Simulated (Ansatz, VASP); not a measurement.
# Two plane-wave programs on Au

```xyz
1
Lattice="-1.6573 1.6573 1.6987 1.6573 -1.6573 1.6987 1.6573 1.6573 -1.6987" Properties=species:S:1:pos:R:3 pbc="T T T"
Au    0.0000    0.0000    0.0000
```

Change from the starting cell: strain +0.000 along x and y, +0.025 along z, atoms carried along.

Alike in both runs: task single point; functional PBEsol; k mesh 20 × 20 × 20; occupations gaussian, width 0.15 eV; no spin polarisation.

|  | VASP | Ansatz |
| --- | --- | --- |
| version | VASP 6.6.1 | Ansatz 0.2.0 |
| potentials or method | VASP PAW PBE potentials, release 64 (Au), cutoff 520 eV | scalar-relativistic, plane waves, PAW |
| valence electrons in the cell | 11 | 19 |

```csv
,VASP,Ansatz,Ansatz less VASP
gap on the k mesh at the Fermi level (eV),none,none,-
pressure (GPa),-12.2,-12.0,+0.18
"traceless stress, the component that is largest in VASP (GPa)",0.10,0.10,-0.005
```

VASP's potentials were made for PBE, not for PBEsol. A gap of «none» marks a metal or a gap that the smearing closes. The functional is the same, so the differences come from potentials, cutoffs and numerics. VASP's potentials hold 11 valence electrons a cell and Ansatz's 19, so a difference there can come from the potentials and not from the codes.

Neither program's run includes spin-orbit coupling.
